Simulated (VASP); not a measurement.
# W in VASP: a series of runs

The runs below take W through single point, with r2SCAN.

Everything below comes from runs of VASP 6.6.1. Logs are shortened: lines on timing, memory, paths and dates and some standing lists are left out, and cuts for length are marked.

## 1. The cell of the first run

Symmetry: Im-3m, No. 229, cubic system. Conventional cell: a = 3.035 Å, b = 3.035 Å, c = 3.035 Å, α = 90.00°, β = 90.00°, γ = 90.00°. W (site symmetry m-3m) has 14 W at 2.63 to 3.03 Å within 3.5 Å.

## 2. Single point, r2SCAN (strain -0.050 along x and y, -0.050 along z)

POSCAR

```
W
1.0
   -1.5174350000      1.5174350000      1.5174350000
    1.5174350000     -1.5174350000      1.5174350000
    1.5174350000      1.5174350000     -1.5174350000
W
1
Direct
    0.0000000000      0.0000000000      0.0000000000
```

INCAR.step1

```
  ALGO = Normal
  EDIFF = 1E-4
  ENCUT = 520
  GGA = PE
  ISMEAR = 0
  LASPH = T
  LCHARG = F
  LREAL = F
  LWAVE = T
  NBANDS = 13
  NELM = 60
  PREC = Accurate
  SIGMA = 0.15
```

INCAR.step2

```
  ALGO = Normal
  EDIFF = 1E-7
  ENCUT = 520
  ISIF = 2
  ISMEAR = 0
  ISTART = 1
  LASPH = T
  LCHARG = F
  LMIXTAU = T
  LREAL = F
  LWAVE = F
  METAGGA = R2SCAN
  NBANDS = 13
  NELM = 60
  PREC = Accurate
  SIGMA = 0.15
```

KPOINTS

```
k-points
0
Gamma
  20 20 20
```

Potentials or basis: VASP PAW PBE potentials, release 64 (W_sv).

Command:

```
$ cat potpaw_PBE.64/W_sv/POTCAR > POTCAR
$ cp INCAR.step1 INCAR
$ mpirun -np 1 vasp_std > vasp.out
$ cp INCAR.step2 INCAR
$ mpirun -np 1 vasp_std > vasp.out
```

OUTCAR:

```text
EDIFF = 1E-7
   ENCUT = 520
   ISIF = 2
   ISMEAR = 0
   ISTART = 1
   LASPH = T
   LREAL = F
   METAGGA = R2SCAN
   NELM = 60
   PREC = Accurate

 ion  position               nearest neighbor table
   1  0.000  0.000  0.000-

  LATTYP: Found a body centered cubic cell.
 ALAT       =     3.0348700000

  Lattice vectors:

 A1 = (  -1.5174350000,   1.5174350000,   1.5174350000)
 A2 = (   1.5174350000,  -1.5174350000,   1.5174350000)
 A3 = (   1.5174350000,   1.5174350000,  -1.5174350000)

Analysis of symmetry for initial positions (statically):
=====================================================================
 Subroutine PRICEL returns:
 Original cell was already a primitive cell.

 Routine SETGRP: Setting up the symmetry group for a
 body centered cubic supercell.

 Subroutine GETGRP returns: Found 48 space group operations
 (whereof 48 operations were pure point group operations)
 out of a pool of 48 trial point group operations.

The static configuration has the point symmetry O_h .

Analysis of symmetry for dynamics (positions and initial velocities):
=====================================================================
 Subroutine PRICEL returns:
 Original cell was already a primitive cell.

 Routine SETGRP: Setting up the symmetry group for a
 body centered cubic supercell.

 Subroutine GETGRP returns: Found 48 space group operations
 (whereof 48 operations were pure point group operations)
 out of a pool of 48 trial point group operations.

The dynamic configuration has the point symmetry O_h .

 Subroutine INISYM returns: Found 48 space group operations
 (whereof 48 operations are pure point group operations),
 and found     1 'primitive' translations

----------------------------------------------------------------------------------------

                                     Primitive cell

  volume of cell :      13.9762

  direct lattice vectors                    reciprocal lattice vectors
    -1.517435000  1.517435000  1.517435000     0.000000000  0.329503405  0.329503405
     1.517435000 -1.517435000  1.517435000     0.329503405  0.000000000  0.329503405
     1.517435000  1.517435000 -1.517435000     0.329503405  0.329503405  0.000000000

  length of vectors
     2.628274517  2.628274517  2.628274517     0.465988185  0.465988185  0.465988185

  position of ions in fractional coordinates (direct lattice)
     0.000000000  0.000000000  0.000000000

  ion indices of the primitive-cell ions
   primitive index   ion index
                 1           1

----------------------------------------------------------------------------------------

 KPOINTS: k-points

Automatic generation of k-mesh.
 Grid dimensions read from file:
 generate k-points for:   20   20   20

 Generating k-lattice:

  Cartesian coordinates                     Fractional coordinates (reciprocal lattice)
     0.000000000  0.016475170  0.016475170     0.050000000  0.000000000  0.000000000
     0.016475170  0.000000000  0.016475170     0.000000000  0.050000000  0.000000000
     0.016475170  0.016475170  0.000000000     0.000000000  0.000000000  0.050000000

  Length of vectors
     0.023299409  0.023299409  0.023299409

  Shift w.r.t. Gamma in fractional coordinates (k-lattice)
     0.000000000  0.000000000  0.000000000

 Subroutine IBZKPT returns following result:
 ===========================================

 Found    256 irreducible k-points:

 Following reciprocal coordinates:
            Coordinates               Weight
  0.000000  0.000000  0.000000      1.000000
  0.050000  0.000000  0.000000     12.000000
  0.100000  0.000000  0.000000     12.000000
  0.150000  0.000000  0.000000     12.000000
  0.200000  0.000000  0.000000     12.000000
  0.250000  0.000000  0.000000     12.000000
[... 16 lines left out ...]
  0.200000  0.100000  0.000000     48.000000
  0.250000  0.100000  0.000000     48.000000
 [... further k-points ...]
   k-points           NKPTS =    256   k-points in BZ     NKDIM =    256   number of bands    NBANDS=     13
   number of dos      NEDOS =    301   number of ions     NIONS =      1
   total plane-waves  NPLWV =   8000
   dimension x,y,z NGX =    20 NGY =   20 NGZ =   20
   dimension x,y,z NGXF=    40 NGYF=   40 NGZF=   40
   ions per type =               1
   NGX,Y,Z   is equivalent  to a cutoff of  12.65, 12.65, 12.65 a.u.
   NGXF,Y,Z  is equivalent  to a cutoff of  25.30, 25.30, 25.30 a.u.
 SYSTEM =  unknown system
   PREC   = accura    normal or accurate (medium, high low for compatibility)
   ISTART =      1    job   : 0-new  1-cont  2-samecut
   ICHARG =      0    charge: 1-file 2-atom 10-const
   ISPIN  =      1    spin polarized calculation?
   LNONCOLLINEAR =      F non collinear calculations
   LSORBIT =      F    spin-orbit coupling
   LASPH  =      T    aspherical Exc in radial PAW
   ENCUT  =  520.0 eV  38.22 Ry    6.18 a.u.   4.89  4.89  4.89*2*pi/ulx,y,z
   NELM   =     60;   NELMIN=  2; NELMDL=  0     # of ELM steps
   EDIFF  = 0.1E-06   stopping-criterion for ELM
   LREAL  =      F    real-space projection
   EDIFFG = 0.1E-05   stopping-criterion for IOM
   NSW    =      0    number of steps for IOM
   IBRION =     -1    ionic relax: 0-MD 1-quasi-New 2-CG
   NFREE  =      0    steps in history (QN), initial steepest desc. (CG)
   ISIF   =      2    stress and relaxation
   ISYM   =      2    0-nonsym 1-usesym 2-fastsym
   POTIM  = 0.5000    time-step for ionic-motion
   TEBEG  =    0.0;   TEEND  =   0.0 temperature during run
   PSTRESS=    0.0 pullay stress
   NELECT =      14.0000    total number of electrons
   NUPDOWN=      -1.0000    fix difference up-down
   EMIN   =  10.00;   EMAX   =-10.00  energy-range for DOS
   EFERMI =   0.00;   METHOD = LEGACY
   ISMEAR =     0;   SIGMA  =   0.15  broadening in eV -4-tet -1-fermi 0-gaus
   EFERMI_NEDOS =   21; number of points for ismear=-14 and -15
   IALGO  =     38    algorithm
   IMIX   =      4    mixing-type and parameters
     AMIX     =   0.40;   BMIX     =  1.00
     AMIX_MAG =   1.60;   BMIX_MAG =  1.00
  volume/ion in A,a.u.               =      13.98        94.32
  Fermi-wavevector in a.u.,A,eV,Ry     =   1.638026  3.095420 36.506182  2.683129
  Thomas-Fermi vector in A             =   2.729067
   LORBIT       =      0    0 simple, 1 ext, 2 COOP (PROOUT), +10 PAW based schemes
   METAGGA = R2SCAN    functional components
   LHFCALC =     F    Hartree Fock is set to
   AEXX    =    0.0000 exact exchange contribution
   IVDW    =     0    specifies the selected vdW correction
   LEPSILON=     F    determine dielectric tensor
   LRPA    =     F    only Hartree local field effects (RPA)
 non-spin polarized calculation
 Gauss-broadening in eV      SIGMA  =   0.15
  energy-cutoff  :      520.00
  volume of cell :       13.98
 maximum number of plane-waves:       386
   NGX =  9   NGY =  9   NGZ =  9

 number of electron      14.0000002 magnetization

 Free energy of the ion-electron system (eV)
  ---------------------------------------------------
  ext. energy  EPLUGINS =         0.00000000
  ---------------------------------------------------
  free energy    TOTEN  =       -51.04494116 eV

  energy without entropy =      -51.04121091  energy(sigma->0) =      -51.04307604

 E-fermi :  13.2964     XC(G=0): -15.7964

 val. band max:       13.2864010453   @ k =   0.5000   0.5000   0.2000
 cond. band min:      13.3096772612   @ k =  -0.4500   0.4500   0.0500
 fundamental gap:      0.0232762159
 Fermi energy:        13.2964326320

 k-point     1 :       0.0000    0.0000    0.0000
  band No.  band energies     occupation
      1     -62.7895      2.00000
      2     -25.3935      2.00000
      3     -25.3935      2.00000
      4     -25.3935      2.00000
      5       2.3950      2.00000
      6      11.6771      2.00000
      7      11.6771      2.00000
      8      11.6771      2.00000
      9      16.0392      0.00000
     10      16.0392      0.00000
     11      28.7221      0.00000
     12      28.7221      0.00000
     13      28.7221      0.00000

 k-point     2 :       0.0500    0.0000    0.0000
  band No.  band energies     occupation
      1     -62.7832      2.00000
      2     -25.4495      2.00000
      3     -25.4102      2.00000
      4     -25.3940      2.00000
      5       2.5443      2.00000
      6      11.5814      2.00000
      7      11.6551      2.00000
      8      11.8210      2.00000
      9      15.8726      0.00000
     10      16.0362      0.00000
     11      28.8577      0.00000
     12      28.9718      0.00000
     13      29.1227      0.00000

 k-point     3 :       0.1000    0.0000    0.0000
  band No.  band energies     occupation
      1     -62.7650      2.00000
      2     -25.6099      2.00000
      3     -25.4582      2.00000
      4     -25.3953      2.00000
      5       2.9751      2.00000
      6      11.3146      2.00000
      7      11.5668      2.00000
      8      12.2488      2.00000
      9      15.5004      0.00000
     10      16.0351      0.00000
     11      29.2201      0.00000
     12      29.6998      0.00000
     13      30.1818      0.00000
[... 305 lines left out ...]
 k-point    23 :       0.2000    0.1000    0.0000
  band No.  band energies     occupation
      1     -62.6481      2.00000
      2     -26.5289      2.00000
      3     -25.7350      2.00000
      4     -25.4717      2.00000
      5       5.5548      2.00000
      6      10.0372      2.00000
      7      10.5473      2.00000
      8      14.7950      0.00000
      9      15.7129      0.00000
     10      16.6667      0.00000
     11      29.9106      0.00000
     12      31.8850      0.00000
     13      33.7546      0.00000

 k-point    24 :       0.2500    0.1000    0.0000
  band No.  band energies     occupation
      1     -62.6097      2.00000
      2     -26.8000      2.00000
      3     -25.8501      2.00000
      4     -25.4782      2.00000
      5       6.1012      2.00000
      6       9.6397      2.00000
      7      10.7177      2.00000
      8      15.0721      0.00000
      9      16.8369      0.00000
     10      17.1067      0.00000
     11      28.8205      0.00000
     12      31.1904      0.00000
     13      35.0585      0.00000

 [... further k-points ...]

------------------------ aborting loop because EDIFF is reached ----------------------------------------

  FORCE on cell =-STRESS in cart. coord.  units (eV):
  Direction    XX          YY          ZZ          XY          YZ          ZX
  --------------------------------------------------------------------------------------
  -------------------------------------------------------------------------------------
  Total        4.8986823      4.8986823      4.8986823      0.0000000      0.0000000      0.0000000
  in kB      561.5644135    561.5644135    561.5644135      0.0000000      0.0000000      0.0000000
  external PRESSURE =     561.5644135 kB  Pullay stress =       0.0000000 kB

 VOLUME and BASIS-vectors are now :
 -----------------------------------------------------------------------------
  energy-cutoff  :      520.00
  volume of cell :       13.98
      direct lattice vectors                 reciprocal lattice vectors
    -1.517435000  1.517435000  1.517435000     0.000000000  0.329503405  0.329503405
     1.517435000 -1.517435000  1.517435000     0.329503405  0.000000000  0.329503405
     1.517435000  1.517435000 -1.517435000     0.329503405  0.329503405  0.000000000

 POSITION                                       TOTAL-FORCE (eV/Angst)
 -----------------------------------------------------------------------------------
      0.00000      0.00000      0.00000         0.000000     -0.000000      0.000000
 -----------------------------------------------------------------------------------
    total drift:                                0.000000     -0.000000      0.000000

  FREE ENERGIE OF THE ION-ELECTRON SYSTEM (eV)
  ---------------------------------------------------
  free  energy   TOTEN  =       -51.0449411649 eV

  energy  without entropy=      -51.0412109138  energy(sigma->0) =      -51.04307604
```

It took 71 s on 1 thread of Intel Xeon 6975P-C (Granite Rapids), shared host; peak memory 0.16 GiB.

Results:

| Property | Result |
| --- | --- |
| Free energy | -51.0449 eV |
| Pressure | 56.2 GPa |
| Band gap on the k mesh | zero (bands 7 and 8 overlap by 7.85 eV) |

Levels at points of the mesh, in eV from the Fermi level:
```
           k point  band 3  band 4  band 5  band 6  band 7  band 8  band 9  band 10  band 11  band 12
(0.00, 0.00, 0.00)  -38.69  -38.69  -10.90   -1.62   -1.62   -1.62    2.74     2.74    15.43    15.43
(0.50, 0.00, 0.00)  -39.34  -38.71   -7.56   -4.53    1.02    2.69    3.91     7.48    12.29    13.85
(0.50, 0.50, 0.50)  -40.09  -40.09   -7.28   -7.28    6.23    6.23    6.23     9.63     9.63     9.63
```

Caveat: the cell differs from its parent crystal (strain -0.050 along x and y, -0.050 along z); the cell stands under pressure; the PAW data sets were made with another functional, which shifts forces and pressure a little; spin-orbit coupling is left out, which moves the levels of the heavy elements.

## 3. Single point, r2SCAN (strain -0.050 along x and y, +0.000 along z)

POSCAR

```
W
1.0
   -1.5174350000      1.5174350000      1.5973000000
    1.5174350000     -1.5174350000      1.5973000000
    1.5174350000      1.5174350000     -1.5973000000
W
1
Direct
    0.0000000000      0.0000000000      0.0000000000
```

INCAR.step1

```
PREC = Accurate
ENCUT = 520
ISMEAR = 0
SIGMA = 0.15
LREAL = F
LASPH = T
NELM = 100
NBANDS = 13
GGA = PE
ALGO = Normal
EDIFF = 1E-4
LWAVE = T
LCHARG = F
```

INCAR.step2

```
PREC = Accurate
ENCUT = 520
EDIFF = 1E-6
ISMEAR = 0
SIGMA = 0.15
LREAL = F
LASPH = T
NELM = 100
ALGO = Normal
ISIF = 2
LWAVE = F
LCHARG = T
METAGGA = R2SCAN
LMIXTAU = T
LELF = T
LVHAR = T
NBANDS = 13
ISTART = 1
```

KPOINTS

```
Automatic mesh
0
Gamma
  20 20 20
```

Potentials or basis: VASP PAW PBE potentials, release 64 (W_sv).

Command:

```
$ cat potpaw_PBE.64/W_sv/POTCAR > POTCAR
$ cp INCAR.step1 INCAR
$ mpirun -np 1 vasp_std > vasp.out
$ cp INCAR.step2 INCAR
$ mpirun -np 1 vasp_std > vasp.out
```

It took 2.7 min on 1 thread of Intel Xeon 6975P-C (Granite Rapids), shared host; peak memory 0.22 GiB.

Results (log left out):

```
Free energy            : -51.2095 eV
Pressure               : 31.5 GPa
Band gap on the k mesh : zero (bands 7 and 8 overlap by 6.84 eV)
```

Stress tensor (GPa, compression positive):
```
38.41  0.00  0.00
 0.00 38.41  0.00
 0.00  0.00 17.57
```

Levels at points of the mesh, in eV from the Fermi level:
| k point | band 3 | band 4 | band 5 | band 6 | band 7 | band 8 | band 9 | band 10 | band 11 | band 12 |
| --- | --- | --- | --- | --- | --- | --- | --- | --- | --- | --- |
| (0.00, 0.00, 0.00) | -38.79 | -38.79 | -10.59 | -1.69 | -1.69 | -0.92 | 2.12 | 3.17 | 14.68 | 15.78 |
| (0.50, 0.00, 0.00) | -39.32 | -38.80 | -7.13 | -3.90 | 0.65 | 2.04 | 3.77 | 6.91 | 12.28 | 12.76 |
| (0.50, 0.50, 0.00) | -39.41 | -38.86 | -7.14 | -4.70 | 1.12 | 3.27 | 4.08 | 7.11 | 12.14 | 13.26 |
| (0.50, 0.50, 0.50) | -39.93 | -39.93 | -6.82 | -6.65 | 5.72 | 5.95 | 5.95 | 8.19 | 9.67 | 9.67 |

Caveat: the cell differs from its parent crystal (strain -0.050 along x and y, +0.000 along z); the cell stands under pressure; the PAW data sets were made with another functional, which shifts forces and pressure a little; spin-orbit coupling is left out, which moves the levels of the heavy elements.

## 4. Single point, r2SCAN (strain -0.025 along x and y, +0.025 along z)

POSCAR

```
W
1.0
   -1.5573675000      1.5573675000      1.6372325000
    1.5573675000     -1.5573675000      1.6372325000
    1.5573675000      1.5573675000     -1.6372325000
W
1
Direct
    0.0000000000      0.0000000000      0.0000000000
```

INCAR.step1

```
ALGO = Normal
EDIFF = 1E-4
ENCUT = 520
GGA = PE
ISMEAR = 0
LASPH = T
LCHARG = F
LREAL = F
LWAVE = T
NBANDS = 13
NELM = 100
PREC = Accurate
SIGMA = 0.15
```

INCAR.step2

```
ALGO = Normal
EDIFF = 1E-7
ENCUT = 520
ISIF = 2
ISMEAR = 0
ISTART = 1
LASPH = T
LCHARG = F
LMIXTAU = T
LREAL = F
LWAVE = F
METAGGA = R2SCAN
NBANDS = 13
NELM = 100
PREC = Accurate
SIGMA = 0.15
```

KPOINTS

```
k-points
0
Gamma
  20 20 20
```

Command:

```
$ cat potpaw_PBE.64/W_sv/POTCAR > POTCAR
$ cp INCAR.step1 INCAR
$ mpirun -np 1 vasp_std > vasp.out
$ cp INCAR.step2 INCAR
$ mpirun -np 1 vasp_std > vasp.out
```

Wall time 2.8 min (1 thread of Intel Xeon 6975P-C (Granite Rapids), shared host); peak memory 0.23 GiB.

Results (log left out):

- Free energy: -51.3278 eV
- Pressure: 2.1 GPa
- Band gap on the k mesh: zero (bands 7 and 8 overlap by 6.16 eV)

Stress tensor (GPa, compression positive):
```
 7.89  0.00  0.00
 0.00  7.89  0.00
 0.00  0.00 -9.39
```

Levels at points of the mesh, in eV from the Fermi level:
```csv
k point,band 5,band 6,band 7,band 8,band 9,band 10
"(0.00, 0.00, 0.00)",-10.15,-1.51,-1.51,-0.82,2.04,2.95
"(0.50, 0.00, 0.00)",-6.58,-3.51,0.36,1.90,3.44,6.21
"(0.50, 0.50, 0.00)",-6.57,-4.22,0.78,2.97,3.72,6.38
"(0.50, 0.50, 0.50)",-6.10,-5.96,5.17,5.37,5.37,7.55
```

Caveat: the cell differs from its parent crystal (strain -0.025 along x and y, +0.025 along z); the PAW data sets were made with another functional, which shifts forces and pressure a little; spin-orbit coupling is left out, which moves the levels of the heavy elements.

## 5. The runs side by side

```tsv
cell	gap on the mesh (eV)	pressure (GPa)
a = 2.628 Å, angles 109.5°, 1 atom	none	56.2
a = 2.675 Å, angles 110.9, 110.9, 106.7°, 1 atom	none	31.5
a = 2.744 Å, angles 110.8, 110.8, 106.7°, 1 atom	none	2.1
```

Alike in all rows: task single point; level r2SCAN; potentials or basis VASP PAW PBE potentials, release 64 (W_sv); no spin polarisation; k mesh 20 × 20 × 20; cutoff (eV) 520; smearing gaussian 0.15 eV.

Caveats: the PAW data sets were made with another functional, which shifts forces and pressure a little; spin-orbit coupling is left out, which moves the levels of the heavy elements; the cell stands under pressure (at least some runs).

Absolute energies hang on the potentials; compare differences alone.
